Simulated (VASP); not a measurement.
# Al4FeCo3 in VASP: a series of runs

Al4FeCo3 is run at these levels: PBE; tasks: single point.

All numbers are computed with VASP 6.6.1; they aren't measurements. Logs are shortened: lines on timing, memory, paths and dates and some standing lists are left out, and cuts for length are marked.

## (1) The cell of the first run

Symmetry: P4/mmm, No. 123, tetragonal system. Conventional cell: a = 5.708 Å, b = 5.708 Å, c = 2.857 Å, α = 90.00°, β = 90.00°, γ = 90.00°. Al (site symmetry m2m) has 2 Fe at 2.46 Å and 6 Co at 2.47 to 2.49 Å and 6 Al at 2.83 to 2.88 Å within 3.2 Å. Fe (site symmetry 4/mmm) has 8 Al at 2.46 Å and 4 Co at 2.85 Å and 2 Fe at 2.86 Å within 3.2 Å. Within 3.3 Å of Co (site symmetry mmm) lie 8 Al at 2.47 Å and 2 Fe at 2.85 Å and 4 Co at 2.85 to 2.86 Å. Within 3.3 Å of Co (site symmetry 4/mmm) lie 8 Al at 2.49 Å and 6 Co at 2.85 to 2.86 Å.

## (2) Single point, PBE

INCAR

```
ALGO     = Normal         # electronic algorithm
EDIFF    = 1E-7           # SCF threshold, eV
ENCUT    = 520            # plane-wave cutoff, eV
GGA      = PE             # functional
ISIF     = 2              # what is computed and relaxed
ISMEAR   = 0              # smearing method
LASPH    = True           # aspherical terms in the spheres
LCHARG   = True           # write CHGCAR
LELF     = True           # ELF
LREAL    = False          # projectors in reciprocal space
LVHAR    = True         
LWAVE    = False          # write WAVECAR
NBANDS   = 34             # bands
NELM     = 80             # most SCF steps
PREC     = Accurate       # precision mode
SIGMA    = 0.1            # smearing width, eV
```

KPOINTS

```
k-points
0
Gamma
  4 4 6
```

POSCAR

```
Al4FeCo3
1.0
    5.7084663000      0.0000000000      0.0000000000
    0.0000000000      5.7084663000      0.0000000000
    0.0000000000      0.0000000000      2.8574821000
Al Fe Co
4 1 3
Direct
    0.7475010000      0.7475010000      0.0000000000
    0.7475010000      0.2524990000      0.0000000000
    0.2524990000      0.7475010000      0.0000000000
    0.2524990000      0.2524990000      0.0000000000
    0.5000000000      0.5000000000      0.5000000000
    0.5000000000      0.0000000000      0.5000000000
    0.0000000000      0.5000000000      0.5000000000
    0.0000000000      0.0000000000      0.5000000000
```

Potentials or basis: VASP PAW PBE potentials, release 64 (Al, Fe, Co).

Launch:

```console
> cat potpaw_PBE.64/Al/POTCAR potpaw_PBE.64/Fe/POTCAR potpaw_PBE.64/Co/POTCAR > POTCAR
> mpirun -np 1 vasp_std > vasp.out
```

OUTCAR:

```text
EDIFF = 1E-7
   ENCUT = 520
   GGA = PE
   ISIF = 2
   ISMEAR = 0
   LASPH = True
   LREAL = False
   NELM = 80
   PREC = Accurate

 ion  position               nearest neighbor table
   1  0.748  0.748  0.000-   5 2.46   5 2.46   7 2.47   6 2.47   6 2.47   7 2.47   8 2.49   8 2.49
                             2 2.83   3 2.83   3 2.88   2 2.88
   2  0.748  0.252  0.000-   5 2.46   5 2.46   7 2.47   6 2.47   6 2.47   7 2.47   8 2.49   8 2.49
                             1 2.83   4 2.83   4 2.88   1 2.88
   3  0.252  0.748  0.000-   5 2.46   5 2.46   7 2.47   6 2.47   6 2.47   7 2.47   8 2.49   8 2.49
                             1 2.83   4 2.83   4 2.88   1 2.88
   4  0.252  0.252  0.000-   5 2.46   5 2.46   7 2.47   6 2.47   6 2.47   7 2.47   8 2.49   8 2.49
                             2 2.83   3 2.83   3 2.88   2 2.88
   5  0.500  0.500  0.500-   1 2.46   2 2.46   3 2.46   4 2.46   1 2.46   2 2.46   3 2.46   4 2.46
                             6 2.85   7 2.85   6 2.85   7 2.85
   6  0.500  0.000  0.500-   1 2.47   2 2.47   3 2.47   4 2.47   1 2.47   2 2.47   3 2.47   4 2.47
                             5 2.85   8 2.85   5 2.85   8 2.85
   7  0.000  0.500  0.500-   1 2.47   2 2.47   3 2.47   4 2.47   1 2.47   2 2.47   3 2.47   4 2.47
                             5 2.85   8 2.85   8 2.85   5 2.85
   8  0.000  0.000  0.500-   1 2.49   2 2.49   3 2.49   4 2.49   1 2.49   2 2.49   3 2.49   4 2.49
                             6 2.85   7 2.85   7 2.85   6 2.85

  LATTYP: Found a simple tetragonal cell.
 ALAT       =     5.7084663000
 C/A-ratio  =     0.5005691459

  Lattice vectors:

 A1 = (   5.7084663000,   0.0000000000,   0.0000000000)
 A2 = (   0.0000000000,   5.7084663000,   0.0000000000)
 A3 = (   0.0000000000,   0.0000000000,   2.8574821000)

Analysis of symmetry for initial positions (statically):
=====================================================================
 Subroutine PRICEL returns:
 Original cell was already a primitive cell.

 Routine SETGRP: Setting up the symmetry group for a
 simple tetragonal supercell.

 Subroutine GETGRP returns: Found 16 space group operations
 (whereof 16 operations were pure point group operations)
 out of a pool of 16 trial point group operations.

The static configuration has the point symmetry D_4h.

Analysis of symmetry for dynamics (positions and initial velocities):
=====================================================================
 Subroutine PRICEL returns:
 Original cell was already a primitive cell.

 Routine SETGRP: Setting up the symmetry group for a
 simple tetragonal supercell.

 Subroutine GETGRP returns: Found 16 space group operations
 (whereof 16 operations were pure point group operations)
 out of a pool of 16 trial point group operations.

The dynamic configuration has the point symmetry D_4h.

 Subroutine INISYM returns: Found 16 space group operations
 (whereof 16 operations are pure point group operations),
 and found     1 'primitive' translations

----------------------------------------------------------------------------------------

                                     Primitive cell

  volume of cell :      93.1156

  direct lattice vectors                    reciprocal lattice vectors
     5.708466300  0.000000000  0.000000000     0.175178401  0.000000000  0.000000000
     0.000000000  5.708466300  0.000000000     0.000000000  0.175178401  0.000000000
     0.000000000  0.000000000  2.857482100     0.000000000  0.000000000  0.349958448

  length of vectors
     5.708466300  5.708466300  2.857482100     0.175178401  0.175178401  0.349958448

  position of ions in fractional coordinates (direct lattice)
     0.747501000  0.747501000  0.000000000
     0.747501000  0.252499000  0.000000000
     0.252499000  0.747501000  0.000000000
     0.252499000  0.252499000  0.000000000
     0.500000000  0.500000000  0.500000000
     0.500000000  0.000000000  0.500000000
     0.000000000  0.500000000  0.500000000
     0.000000000  0.000000000  0.500000000

  ion indices of the primitive-cell ions
   primitive index   ion index
                 1           1
                 2           2
                 3           3
                 4           4
                 5           5
                 6           6
                 7           7
                 8           8

----------------------------------------------------------------------------------------

 KPOINTS: k-points

Automatic generation of k-mesh.
 Grid dimensions read from file:
 generate k-points for:    4    4    6

 Generating k-lattice:

  Cartesian coordinates                     Fractional coordinates (reciprocal lattice)
     0.043794600  0.000000000  0.000000000     0.250000000  0.000000000  0.000000000
     0.000000000  0.043794600  0.000000000     0.000000000  0.250000000  0.000000000
     0.000000000  0.000000000  0.058326408     0.000000000  0.000000000  0.166666667

  Length of vectors
     0.043794600  0.043794600  0.058326408

  Shift w.r.t. Gamma in fractional coordinates (k-lattice)
     0.000000000  0.000000000  0.000000000

 Subroutine IBZKPT returns following result:
 ===========================================

 Found     24 irreducible k-points:

 Following reciprocal coordinates:
            Coordinates               Weight
  0.000000  0.000000  0.000000      1.000000
  0.250000  0.000000  0.000000      4.000000
  0.500000  0.000000  0.000000      2.000000
  0.250000  0.250000  0.000000      4.000000
  0.500000  0.250000  0.000000      4.000000
  0.500000  0.500000  0.000000      1.000000
[... 16 lines left out ...]
  0.500000  0.250000  0.500000      4.000000
  0.500000  0.500000  0.500000      1.000000
   k-points           NKPTS =     24   k-points in BZ     NKDIM =     24   number of bands    NBANDS=     34
   number of dos      NEDOS =    301   number of ions     NIONS =      8
   total plane-waves  NPLWV =  42336
   dimension x,y,z NGX =    42 NGY =   42 NGZ =   24
   dimension x,y,z NGXF=    84 NGYF=   84 NGZF=   48
   ions per type =               4   1   3
   NGX,Y,Z   is equivalent  to a cutoff of  12.23, 12.23, 13.96 a.u.
   NGXF,Y,Z  is equivalent  to a cutoff of  24.46, 24.46, 27.93 a.u.
 SYSTEM =  unknown system
   PREC   = accura    normal or accurate (medium, high low for compatibility)
   ISTART =      0    job   : 0-new  1-cont  2-samecut
   ICHARG =      2    charge: 1-file 2-atom 10-const
   ISPIN  =      1    spin polarized calculation?
   LNONCOLLINEAR =      F non collinear calculations
   LSORBIT =      F    spin-orbit coupling
   LASPH  =      T    aspherical Exc in radial PAW
   ENCUT  =  520.0 eV  38.22 Ry    6.18 a.u.  10.61 10.61  5.31*2*pi/ulx,y,z
   NELM   =     80;   NELMIN=  2; NELMDL= -5     # of ELM steps
   EDIFF  = 0.1E-06   stopping-criterion for ELM
   LREAL  =      F    real-space projection
   EDIFFG = 0.1E-05   stopping-criterion for IOM
   NSW    =      0    number of steps for IOM
   IBRION =     -1    ionic relax: 0-MD 1-quasi-New 2-CG
   NFREE  =      0    steps in history (QN), initial steepest desc. (CG)
   ISIF   =      2    stress and relaxation
   ISYM   =      2    0-nonsym 1-usesym 2-fastsym
   POTIM  = 0.5000    time-step for ionic-motion
   TEBEG  =    0.0;   TEEND  =   0.0 temperature during run
   PSTRESS=    0.0 pullay stress
   NELECT =      47.0000    total number of electrons
   NUPDOWN=      -1.0000    fix difference up-down
   EMIN   =  10.00;   EMAX   =-10.00  energy-range for DOS
   EFERMI =   0.00;   METHOD = LEGACY
   ISMEAR =     0;   SIGMA  =   0.10  broadening in eV -4-tet -1-fermi 0-gaus
   EFERMI_NEDOS =   21; number of points for ismear=-14 and -15
   IALGO  =     38    algorithm
   IMIX   =      4    mixing-type and parameters
     AMIX     =   0.40;   BMIX     =  1.00
     AMIX_MAG =   1.60;   BMIX_MAG =  1.00
  volume/ion in A,a.u.               =      11.64        78.55
  Fermi-wavevector in a.u.,A,eV,Ry     =   1.303467  2.463195 23.116649  1.699026
  Thomas-Fermi vector in A             =   2.434467
   LORBIT       =      0    0 simple, 1 ext, 2 COOP (PROOUT), +10 PAW based schemes
   GGA     = PE    functional components
   LHFCALC =     F    Hartree Fock is set to
   AEXX    =    0.0000 exact exchange contribution
   IVDW    =     0    specifies the selected vdW correction
   LEPSILON=     F    determine dielectric tensor
   LRPA    =     F    only Hartree local field effects (RPA)
 non-spin polarized calculation
 Gauss-broadening in eV      SIGMA  =   0.10
  energy-cutoff  :      520.00
  volume of cell :       93.12
 maximum number of plane-waves:      2536
   NGX = 21   NGY = 21   NGZ = 11

 number of electron      47.0000011 magnetization

 Free energy of the ion-electron system (eV)
  ---------------------------------------------------
  ext. energy  EPLUGINS =         0.00000000
  ---------------------------------------------------
  free energy    TOTEN  =       -48.75616877 eV

  energy without entropy =      -48.74168534  energy(sigma->0) =      -48.74892705

 E-fermi :   9.7551     XC(G=0): -12.2372

 val. band max:        9.7238553397   @ k =   0.0000   0.0000   0.0000
 cond. band min:       9.8205527069   @ k =   0.0000   0.0000   0.0000
 fundamental gap:      0.0966973672
 Fermi energy:         9.7550849663

 k-point     1 :       0.0000    0.0000    0.0000
  band No.  band energies     occupation
      1      -0.9771      2.00000
      2       3.2891      2.00000
      3       3.2891      2.00000
      4       3.3921      2.00000
      5       3.5426      2.00000
      6       4.7997      2.00000
[... 26 lines left out ...]
     33      18.4040      0.00000
     34      18.4040      0.00000

 k-point     2 :       0.2500    0.0000    0.0000
  band No.  band energies     occupation
      1      -0.6823      2.00000
      2       1.5760      2.00000
      3       3.4565      2.00000
      4       3.7602      2.00000
      5       4.4941      2.00000
      6       5.3048      2.00000
[... 26 lines left out ...]
     33      17.4181      0.00000
     34      18.4741      0.00000

 k-point     3 :       0.5000    0.0000    0.0000
  band No.  band energies     occupation
      1       0.1598      2.00000
      2       0.2136      2.00000
      3       3.8971      2.00000
      4       3.9325      2.00000
      5       4.5696      2.00000
      6       4.6434      2.00000
[... 26 lines left out ...]
     33      17.4992      0.00000
     34      17.5118      0.00000

 k-point     4 :       0.2500    0.2500    0.0000
  band No.  band energies     occupation
      1      -0.3906      2.00000
      2       1.8034      2.00000
      3       1.8705      2.00000
      4       3.6746      2.00000
      5       5.4499      2.00000
      6       5.5164      2.00000
[... 26 lines left out ...]
     33      16.5801      0.00000
     34      16.7941      0.00000

 k-point     5 :       0.5000    0.2500    0.0000
  band No.  band energies     occupation
      1       0.4406      2.00000
      2       0.4950      2.00000
      3       2.5543      2.00000
      4       2.6125      2.00000
      5       5.9281      2.00000
      6       5.9725      2.00000
[... 621 lines left out ...]
 k-point    22 :       0.2500    0.2500    0.5000
  band No.  band energies     occupation
      1       3.6042      2.00000
      2       4.0482      2.00000
      3       4.6309      2.00000
      4       4.6488      2.00000
      5       5.5889      2.00000
      6       6.0068      2.00000
[... 26 lines left out ...]
     33      14.2376      0.00000
     34      14.6879      0.00000

 k-point    23 :       0.5000    0.2500    0.5000
  band No.  band energies     occupation
      1       4.0444      2.00000
      2       4.0767      2.00000
      3       4.8280      2.00000
      4       4.8954      2.00000
      5       5.0522      2.00000
      6       5.0859      2.00000
[... 26 lines left out ...]
     33      15.5730      0.00000
     34      15.9053      0.00000

 k-point    24 :       0.5000    0.5000    0.5000
  band No.  band energies     occupation
      1       4.4890      2.00000
      2       4.4890      2.00000
      3       4.4942      2.00000
      4       4.5504      2.00000
      5       5.4986      2.00000
      6       5.4986      2.00000
[... 26 lines left out ...]
     33      16.1521      0.00000
     34      16.2083      0.00000

------------------------ aborting loop because EDIFF is reached ----------------------------------------

  FORCE on cell =-STRESS in cart. coord.  units (eV):
  Direction    XX          YY          ZZ          XY          YZ          ZX
  --------------------------------------------------------------------------------------
  -------------------------------------------------------------------------------------
  Total        0.0066707      0.0066707     -0.2998381      0.0000000      0.0000000      0.0000000
  in kB        0.1147780      0.1147780     -5.1591128      0.0000000      0.0000000      0.0000000
  external PRESSURE =      -1.6431856 kB  Pullay stress =       0.0000000 kB

 VOLUME and BASIS-vectors are now :
 -----------------------------------------------------------------------------
  energy-cutoff  :      520.00
  volume of cell :       93.12
      direct lattice vectors                 reciprocal lattice vectors
     5.708466300  0.000000000  0.000000000     0.175178401  0.000000000  0.000000000
     0.000000000  5.708466300  0.000000000     0.000000000  0.175178401  0.000000000
     0.000000000  0.000000000  2.857482100     0.000000000  0.000000000  0.349958448

 POSITION                                       TOTAL-FORCE (eV/Angst)
 -----------------------------------------------------------------------------------
      4.26708      4.26708      0.00000        -0.012330     -0.012330      0.000000
      4.26708      1.44138      0.00000        -0.012330      0.012330      0.000000
      1.44138      4.26708      0.00000         0.012330     -0.012330     -0.000000
      1.44138      1.44138      0.00000         0.012330      0.012330      0.000000
      2.85423      2.85423      1.42874         0.000000      0.000000      0.000000
      2.85423      0.00000      1.42874         0.000000      0.000000      0.000000
      0.00000      2.85423      1.42874         0.000000      0.000000      0.000000
      0.00000      0.00000      1.42874         0.000000      0.000000      0.000000
 -----------------------------------------------------------------------------------
    total drift:                                0.000000      0.000000      0.000000

  FREE ENERGIE OF THE ION-ELECTRON SYSTEM (eV)
  ---------------------------------------------------
  free  energy   TOTEN  =       -48.7561687719 eV

  energy  without entropy=      -48.7416853356  energy(sigma->0) =      -48.74892705
```

Run time: 60 s. Hardware: 1 thread of AMD EPYC 9R45 (Zen 5), shared host; peak memory 0.2 GiB.

Results:

| Item | Value |
| --- | --- |
| Free energy | -48.7562 eV |
| Pressure | -0.2 GPa |
| Largest force | 0.017 eV/Å |
| Band gap on the k mesh | zero (an odd number of electrons rules out a gap without spin polarisation) |

Forces in eV/Å, atoms in the order of the input:
```
Al  -0.012 -0.012  0.000
Al  -0.012  0.012  0.000
Al   0.012 -0.012  0.000
Al   0.012  0.012  0.000
Fe   0.000  0.000  0.000
Co   0.000  0.000  0.000
Co   0.000  0.000  0.000
Co   0.000  0.000  0.000
```

Caveat: the k points lie up to 0.37 Å⁻¹ apart, too coarse for converged energies and pressures of a metal; the run has no spin polarisation, though such a crystal can be magnetic.

(Part 1 of 2 ends here.)
